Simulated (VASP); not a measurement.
Runs of VASP 6.6.1 on S. The structure is that of space group Fm-3m (No. 225), or close to it. The cells are those of the table. 

```csv
cell,gap on the mesh (eV),pressure (GPa)
"a = 2.863, b = 2.863, c = 2.820 Å, angles 60.5, 60.5, 59.0°, 1 atom",none,-7.2
"a = 2.835, b = 2.835, c = 2.820 Å, angles 60.2, 60.2, 59.7°, 1 atom",none,(b)
"a = 2.778, b = 2.778, c = 2.820 Å, angles 59.5, 59.5, 61.0°, 1 atom",none,-2.7
"a = 2.877, b = 2.877, c = 2.820 Å, angles 60.7, 60.7, 58.7°, 1 atom",none,-7.8
"a = 2.792, b = 2.792, c = 2.820 Å, angles 59.7, 59.7, 60.7°, 1 atom",none,(a)
"a = 2.765, b = 2.765, c = 2.820 Å, angles 59.3, 59.3, 61.3°, 1 atom",none,-1.8
```

Alike in all rows: task single point; level PBEsol; potentials or basis VASP PAW PBE potentials, release 64 (S); no spin polarisation; k mesh 20 × 20 × 20; cutoff (eV) 520; smearing gaussian 0.15 eV.

Task: Fill in the values left out.

Result: (a) -3.6; (b) -5.9.

Caveats: the PAW data sets were made with another functional, which shifts forces and pressure a little; the cell stands under tension (at least some runs).

A gap of «none» marks levels without a gap at the run's occupations.
